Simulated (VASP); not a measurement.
# KCl (Pm-3m) in VASP: a series of runs, part 2 of 2

VASP 6.6.1. The steps go on from the part before.

## 3. Single point, PBE

INCAR reads:

```
PREC     = Accurate       # precision mode
ENCUT    = 520            # plane-wave cutoff, eV
EDIFF    = 1E-6           # SCF threshold, eV
ISMEAR   = 0              # smearing method
SIGMA    = 0.01           # smearing width, eV
LREAL    = False          # projectors in reciprocal space
LASPH    = True           # aspherical terms in the spheres
NELM     = 60             # most SCF steps
ALGO     = Normal         # electronic algorithm
ISIF     = 2              # what is computed and relaxed
LWAVE    = False          # write WAVECAR
LCHARG   = False          # write CHGCAR
GGA      = PE             # functional
NBANDS   = 15             # bands
```

KPOINTS reads:

```
regular mesh
0
Gamma
  4 4 4
```

POSCAR reads:

```
KCl
1.0
    3.7708086018      0.0000000000      0.0000000000
    0.0000000000      3.7708086018      0.0000000000
    0.0000000000      0.0000000000      3.7708086018
K Cl
1 1
Direct
    0.0000000000      0.0000000000      0.0000000000
    0.5000000000      0.5000000000      0.5000000000
```

Potentials or basis: VASP PAW PBE potentials, release 64 (K_sv, Cl).

On the command line:

```sh
$ cat potpaw_PBE.64/K_sv/POTCAR potpaw_PBE.64/Cl/POTCAR > POTCAR
$ mpirun -np 1 vasp_std > vasp.out
```

OUTCAR:

```text
PREC = Accurate
   ENCUT = 520
   EDIFF = 1E-6
   ISMEAR = 0
   LREAL = False
   LASPH = True
   NELM = 60
   ISIF = 2
   GGA = PE

 ion  position               nearest neighbor table
   1  0.000  0.000  0.000-
   2  0.500  0.500  0.500-

  LATTYP: Found a simple cubic cell.
 ALAT       =     3.7708086018

  Lattice vectors:

 A1 = (   3.7708086018,   0.0000000000,   0.0000000000)
 A2 = (   0.0000000000,   3.7708086018,   0.0000000000)
 A3 = (   0.0000000000,   0.0000000000,   3.7708086018)

Analysis of symmetry for initial positions (statically):
=====================================================================
 Subroutine PRICEL returns:
 Original cell was already a primitive cell.

 Routine SETGRP: Setting up the symmetry group for a
 simple cubic supercell.

 Subroutine GETGRP returns: Found 48 space group operations
 (whereof 48 operations were pure point group operations)
 out of a pool of 48 trial point group operations.

The static configuration has the point symmetry O_h .

Analysis of symmetry for dynamics (positions and initial velocities):
=====================================================================
 Subroutine PRICEL returns:
 Original cell was already a primitive cell.

 Routine SETGRP: Setting up the symmetry group for a
 simple cubic supercell.

 Subroutine GETGRP returns: Found 48 space group operations
 (whereof 48 operations were pure point group operations)
 out of a pool of 48 trial point group operations.

The dynamic configuration has the point symmetry O_h .

 Subroutine INISYM returns: Found 48 space group operations
 (whereof 48 operations are pure point group operations),
 and found     1 'primitive' translations

----------------------------------------------------------------------------------------

                                     Primitive cell

  volume of cell :      53.6171
[... 100 lines left out ...]
   LHFCALC =     F    Hartree Fock is set to
   AEXX    =    0.0000 exact exchange contribution
   IVDW    =     0    specifies the selected vdW correction
   LEPSILON=     F    determine dielectric tensor
   LRPA    =     F    only Hartree local field effects (RPA)
 non-spin polarized calculation
 Gauss-broadening in eV      SIGMA  =   0.01
  energy-cutoff  :      520.00
  volume of cell :       53.62
 maximum number of plane-waves:      1472
   NGX = 15   NGY = 15   NGZ = 15

 number of electron      16.0000004 magnetization

 Free energy of the ion-electron system (eV)
  ---------------------------------------------------
  ext. energy  EPLUGINS =         0.00000000
  ---------------------------------------------------
  free energy    TOTEN  =        -6.64268086 eV

  energy without entropy =       -6.64268086  energy(sigma->0) =       -6.64268086

 E-fermi :  -0.5049     XC(G=0):  -8.3065

 val. band max:       -0.5576337918   @ k =   0.5000   0.5000   0.0000
 cond. band min:       4.4704528954   @ k =   0.0000   0.0000   0.0000
 fundamental gap:      5.0280866872
 Fermi energy:        -0.5048722348

 k-point     1 :       0.0000    0.0000    0.0000
  band No.  band energies     occupation
      1     -28.5333      2.00000
      2     -13.2281      2.00000
      3     -11.9087      2.00000
      4     -11.9087      2.00000
      5     -11.9087      2.00000
      6      -0.7712      2.00000
      7      -0.7712      2.00000
      8      -0.7712      2.00000
      9       4.4705      0.00000
     10       5.9601      0.00000
     11       5.9601      0.00000
     12      10.2247      0.00000
     13      10.2247      0.00000
     14      10.2247      0.00000
[... 149 lines left out ...]
      2     -12.7682      2.00000
      3     -12.1049      2.00000
      4     -12.1049      2.00000
      5     -12.1049      2.00000
      6      -1.9948      2.00000
      7      -1.9948      2.00000
      8      -1.9948      2.00000
      9       8.4210      0.00000
     10       8.4210      0.00000
     11       8.4210      0.00000
     12       9.5626      0.00000
     13       9.5626      0.00000
     14       9.5626      0.00000
     15      11.9324      0.00000

------------------------ aborting loop because EDIFF is reached ----------------------------------------

  FORCE on cell =-STRESS in cart. coord.  units (eV):
  Direction    XX          YY          ZZ          XY          YZ          ZX
  --------------------------------------------------------------------------------------
  -------------------------------------------------------------------------------------
  Total        0.3781732      0.3781732      0.3781732     -0.0000000      0.0000000     -0.0000000
  in kB       11.3005066     11.3005066     11.3005066     -0.0000000      0.0000000     -0.0000000
  external PRESSURE =      11.3005066 kB  Pullay stress =       0.0000000 kB

 VOLUME and BASIS-vectors are now :
 -----------------------------------------------------------------------------
  energy-cutoff  :      520.00
  volume of cell :       53.62
      direct lattice vectors                 reciprocal lattice vectors
     3.770808602  0.000000000  0.000000000     0.265195109  0.000000000  0.000000000
     0.000000000  3.770808602  0.000000000     0.000000000  0.265195109  0.000000000
     0.000000000  0.000000000  3.770808602     0.000000000  0.000000000  0.265195109

 POSITION                                       TOTAL-FORCE (eV/Angst)
 -----------------------------------------------------------------------------------
      0.00000      0.00000      0.00000         0.000000      0.000000      0.000000
      1.88540      1.88540      1.88540         0.000000      0.000000      0.000000
 -----------------------------------------------------------------------------------
    total drift:                                0.000000      0.000000      0.000000

  FREE ENERGIE OF THE ION-ELECTRON SYSTEM (eV)
  ---------------------------------------------------
  free  energy   TOTEN  =        -6.6426808622 eV

  energy  without entropy=       -6.6426808622  energy(sigma->0) =       -6.64268086
```

Wall time 6.9 s (1 thread of AMD EPYC 7R43 (Zen 3), shared host); peak memory 0.12 GiB.

What came out:

```yaml
Free_energy: -6.6427 eV
Pressure: 1.1 GPa
Band_gap_on_the_k_mesh: 5.03 eV, indirect (least direct gap 5.24 eV)
```

A k mesh can miss the band edges. As with any semilocal functional, this PBE gap is likely too small.

## 4. Single point, r2SCAN

POSCAR is that of step 3.

INCAR.step1 reads:

```
SYSTEM = KCl
PREC = Accurate
ENCUT = 520
ISMEAR = 0
SIGMA = 0.01
LREAL = .False.
LASPH = .True.
NELM = 80
NBANDS = 15
GGA = PE
ALGO = Normal
EDIFF = 1E-4
LWAVE = .True.
LCHARG = .False.
```

INCAR.step2 reads:

```
SYSTEM = KCl
PREC = Accurate
ENCUT = 520
EDIFF = 1E-6
ISMEAR = 0
SIGMA = 0.01
LREAL = .False.
LASPH = .True.
NELM = 80
ALGO = Normal
ISIF = 2
LWAVE = .False.
LCHARG = .True.
METAGGA = R2SCAN
LMIXTAU = .True.
LELF = .True.
LVHAR = .True.
NBANDS = 15
ISTART = 1
```

KPOINTS reads:

```
regular mesh
0
Gamma
  4 4 4
  0 0 0
```

Potentials or basis: VASP PAW PBE potentials, release 64 (K_sv, Cl).

On the command line:

```sh
$ cat potpaw_PBE.64/K_sv/POTCAR potpaw_PBE.64/Cl/POTCAR > POTCAR
$ cp INCAR.step1 INCAR
$ mpirun -np 1 vasp_std > vasp.out
$ cp INCAR.step2 INCAR
$ mpirun -np 1 vasp_std > vasp.out
```

OUTCAR:

```text
SYSTEM = KCl
   PREC = Accurate
   ENCUT = 520
   EDIFF = 1E-6
   ISMEAR = 0
   LREAL = .False.
   LASPH = .True.
   NELM = 80
   ISIF = 2
   METAGGA = R2SCAN
   ISTART = 1

 ion  position               nearest neighbor table
   1  0.000  0.000  0.000-
   2  0.500  0.500  0.500-

  LATTYP: Found a simple cubic cell.
 ALAT       =     3.7708086018

  Lattice vectors:

 A1 = (   3.7708086018,   0.0000000000,   0.0000000000)
 A2 = (   0.0000000000,   3.7708086018,   0.0000000000)
 A3 = (   0.0000000000,   0.0000000000,   3.7708086018)

Analysis of symmetry for initial positions (statically):
=====================================================================
 Subroutine PRICEL returns:
 Original cell was already a primitive cell.

 Routine SETGRP: Setting up the symmetry group for a
 simple cubic supercell.

 Subroutine GETGRP returns: Found 48 space group operations
 (whereof 48 operations were pure point group operations)
 out of a pool of 48 trial point group operations.

The static configuration has the point symmetry O_h .

Analysis of symmetry for dynamics (positions and initial velocities):
[... 155 lines left out ...]
      3     -12.6530      2.00000
      4     -12.6530      2.00000
      5     -12.6530      2.00000
      6      -1.1714      2.00000
      7      -1.1714      2.00000
      8      -1.1714      2.00000
      9       4.8517      0.00000
     10       6.1345      0.00000
     11       6.1345      0.00000
     12      10.6453      0.00000
     13      10.6453      0.00000
     14      10.6453      0.00000
[... 149 lines left out ...]
      2     -13.7155      2.00000
      3     -12.8456      2.00000
      4     -12.8456      2.00000
      5     -12.8456      2.00000
      6      -2.4098      2.00000
      7      -2.4098      2.00000
      8      -2.4098      2.00000
      9       8.7140      0.00000
     10       8.7140      0.00000
     11       8.7140      0.00000
     12      10.0058      0.00000
     13      10.0058      0.00000
     14      10.0058      0.00000
     15      12.3394      0.00000

------------------------ aborting loop because EDIFF is reached ----------------------------------------

  FORCE on cell =-STRESS in cart. coord.  units (eV):
  Direction    XX          YY          ZZ          XY          YZ          ZX
  --------------------------------------------------------------------------------------
  -------------------------------------------------------------------------------------
  Total       -0.0044858     -0.0044858     -0.0044858     -0.0000000      0.0000000      0.0000000
  in kB       -0.1340449     -0.1340449     -0.1340449     -0.0000000      0.0000000      0.0000000
  external PRESSURE =      -0.1340449 kB  Pullay stress =       0.0000000 kB

 VOLUME and BASIS-vectors are now :
 -----------------------------------------------------------------------------
  energy-cutoff  :      520.00
  volume of cell :       53.62
      direct lattice vectors                 reciprocal lattice vectors
     3.770808602  0.000000000  0.000000000     0.265195109  0.000000000  0.000000000
     0.000000000  3.770808602  0.000000000     0.000000000  0.265195109  0.000000000
     0.000000000  0.000000000  3.770808602     0.000000000  0.000000000  0.265195109

 POSITION                                       TOTAL-FORCE (eV/Angst)
 -----------------------------------------------------------------------------------
      0.00000      0.00000      0.00000         0.000000      0.000000      0.000000
      1.88540      1.88540      1.88540         0.000000      0.000000      0.000000
 -----------------------------------------------------------------------------------
    total drift:                               -0.000000      0.000000      0.000000

  FREE ENERGIE OF THE ION-ELECTRON SYSTEM (eV)
  ---------------------------------------------------
  free  energy   TOTEN  =       -16.4056176780 eV

  energy  without entropy=      -16.4056176780  energy(sigma->0) =      -16.40561768
```

OUTCAR.step1:

```text
SYSTEM = KCl
   PREC = Accurate
   ENCUT = 520
   ISMEAR = 0
   LREAL = .False.
   LASPH = .True.
[... 384 lines left out ...]
      0.00000      0.00000      0.00000         0.000000      0.000000      0.000000
      1.88540      1.88540      1.88540         0.000000      0.000000      0.000000
 -----------------------------------------------------------------------------------
    total drift:                                0.000000      0.000000      0.000000

  FREE ENERGIE OF THE ION-ELECTRON SYSTEM (eV)
  ---------------------------------------------------
  free  energy   TOTEN  =        -6.6424371578 eV

  energy  without entropy=       -6.6424371578  energy(sigma->0) =       -6.64243716
```

Run time: 34 s. Hardware: 1 thread of AMD EPYC 7R43 (Zen 3), shared host; peak memory 0.12 GiB.

What came out:

```yaml
Free_energy: -16.4056 eV
Pressure: 0.0 GPa
Band_gap_on_the_k_mesh: 5.81 eV, indirect (least direct gap 6.02 eV)
```

Caveat: the PAW data sets were made with another functional, which shifts forces and pressure a little.

## 5. Single point, PBE

INCAR reads:

```
PREC = Accurate
ENCUT = 520
EDIFF = 1E-6
ISMEAR = 0
SIGMA = 0.01
LREAL = F
LASPH = T
NELM = 100
ALGO = Normal
ISIF = 2
LWAVE = F
LCHARG = F
GGA = PE
NBANDS = 15
```

KPOINTS reads:

```
regular mesh
0
Gamma
  6 6 6
```

POSCAR is that of step 4.

Potentials or basis: VASP PAW PBE potentials, release 64 (K_sv, Cl).

On the command line:

```sh
$ cat potpaw_PBE.64/K_sv/POTCAR potpaw_PBE.64/Cl/POTCAR > POTCAR
$ mpirun -np 1 vasp_std > vasp.out
```

OUTCAR:

```text
PREC = Accurate
   ENCUT = 520
   EDIFF = 1E-6
   ISMEAR = 0
   LREAL = F
   LASPH = T
   NELM = 100
   ISIF = 2
   GGA = PE

 ion  position               nearest neighbor table
   1  0.000  0.000  0.000-
   2  0.500  0.500  0.500-

  LATTYP: Found a simple cubic cell.
 ALAT       =     3.7708086018

  Lattice vectors:

 A1 = (   3.7708086018,   0.0000000000,   0.0000000000)
[... 536 lines left out ...]
     14       9.5622      0.00000
     15      11.9335      0.00000

------------------------ aborting loop because EDIFF is reached ----------------------------------------

  FORCE on cell =-STRESS in cart. coord.  units (eV):
  Direction    XX          YY          ZZ          XY          YZ          ZX
  --------------------------------------------------------------------------------------
  -------------------------------------------------------------------------------------
  Total        0.3685105      0.3685105      0.3685105      0.0000000     -0.0000000     -0.0000000
  in kB       11.0117674     11.0117674     11.0117674      0.0000000     -0.0000000     -0.0000000
  external PRESSURE =      11.0117674 kB  Pullay stress =       0.0000000 kB

 VOLUME and BASIS-vectors are now :
 -----------------------------------------------------------------------------
  energy-cutoff  :      520.00
  volume of cell :       53.62
      direct lattice vectors                 reciprocal lattice vectors
     3.770808602  0.000000000  0.000000000     0.265195109  0.000000000  0.000000000
     0.000000000  3.770808602  0.000000000     0.000000000  0.265195109  0.000000000
     0.000000000  0.000000000  3.770808602     0.000000000  0.000000000  0.265195109

 POSITION                                       TOTAL-FORCE (eV/Angst)
 -----------------------------------------------------------------------------------
      0.00000      0.00000      0.00000         0.000000      0.000000      0.000000
      1.88540      1.88540      1.88540         0.000000      0.000000      0.000000
 -----------------------------------------------------------------------------------
    total drift:                                0.000000      0.000000      0.000000

  FREE ENERGIE OF THE ION-ELECTRON SYSTEM (eV)
  ---------------------------------------------------
  free  energy   TOTEN  =        -6.6450234906 eV

  energy  without entropy=       -6.6450234906  energy(sigma->0) =       -6.64502349
```

OSZICAR:

```text
N       E                     dE             d eps       ncg     rms          rms(c)
DAV:   1     0.105696973992E+03    0.10570E+03   -0.73928E+03   600   0.981E+02
DAV:   2    -0.128179168195E+01   -0.10698E+03   -0.99540E+02   798   0.247E+02
DAV:   3    -0.678375833531E+01   -0.55020E+01   -0.54723E+01   824   0.503E+01
DAV:   4    -0.694539742214E+01   -0.16164E+00   -0.16162E+00   909   0.813E+00
DAV:   5    -0.694673044897E+01   -0.13330E-02   -0.13330E-02   845   0.803E-01    0.310E+00
DAV:   6    -0.667555619413E+01    0.27117E+00   -0.29169E-01   719   0.322E+00    0.259E+00
DAV:   7    -0.664274793274E+01    0.32808E-01   -0.88334E-02   761   0.197E+00    0.154E+00
DAV:   8    -0.664475398047E+01   -0.20060E-02   -0.16431E-02   877   0.994E-01    0.203E-01
DAV:   9    -0.664478306471E+01   -0.29084E-04   -0.70939E-04   810   0.187E-01    0.104E-01
DAV:  10    -0.664502645403E+01   -0.24339E-03   -0.32963E-04   684   0.145E-01    0.267E-02
DAV:  11    -0.664502253989E+01    0.39141E-05   -0.13295E-05   833   0.272E-02    0.861E-03
DAV:  12    -0.664502349058E+01   -0.95070E-06   -0.83265E-07   557   0.770E-03
   1 F= -.66450235E+01 E0= -.66450235E+01  d E =-.282910E-17
```

Wall time 9.9 s (1 thread of AMD EPYC 7R43 (Zen 3), shared host); peak memory 0.12 GiB.

Results:

| Item | Value |
| --- | --- |
| Free energy | -6.6450 eV |
| Pressure | 1.1 GPa |
| Band gap on the k mesh | 5.03 eV, indirect (least direct gap 5.24 eV) |

Levels at points of the mesh, in eV from the valence-band top:
| k point | band 5 | band 6 | band 7 | band 8 | band 9 | band 10 | band 11 | band 12 |
| --- | --- | --- | --- | --- | --- | --- | --- | --- |
| (0.00, 0.00, 0.00) | -11.35 | -0.21 | -0.21 | -0.21 | 5.03 | 6.52 | 6.52 | 10.79 |
| (0.50, 0.00, 0.00) | -11.19 | -1.90 | -0.23 | -0.23 | 7.94 | 7.97 | 8.55 | 10.16 |
| (0.50, 0.50, 0.00) | -11.28 | -1.27 | -1.27 | 0.00 | 6.22 | 7.35 | 8.99 | 8.99 |
| (0.50, 0.50, 0.50) | -11.54 | -1.44 | -1.44 | -1.44 | 8.98 | 8.98 | 8.98 | 10.12 |

A k mesh can miss the band edges. Expect the measured gap to be larger: semilocal functionals such as PBE lack the derivative discontinuity.

## 6. Summary

| level | k mesh | gap on the mesh (eV) | pressure (GPa) |
| --- | --- | --- | --- |
| PBE | 4 × 4 × 4 | 5.03 | 1.1 |
| r2SCAN | 4 × 4 × 4 | 5.81 | 0.0 |
| PBE | 6 × 6 × 6 | 5.03 | 1.1 |

Alike in all rows: task single point; potentials or basis VASP PAW PBE potentials, release 64 (K_sv, Cl); no spin polarisation; cell as given; cutoff (eV) 520; smearing gaussian 0.01 eV.

On the cell as given the gap runs from 5.03 eV (PBE) to 5.81 eV (r2SCAN); the meshes differ, which moves gaps too. The pressure there spans 0.0 GPa (r2SCAN) to 1.1 GPa (PBE); a positive pressure means that this level wants a larger cell, a negative one a smaller.

Caveats: the PAW data sets were made with another functional, which shifts forces and pressure a little (some runs).

Total energies depend on the potentials used, so only differences within one code and one set of settings carry meaning.
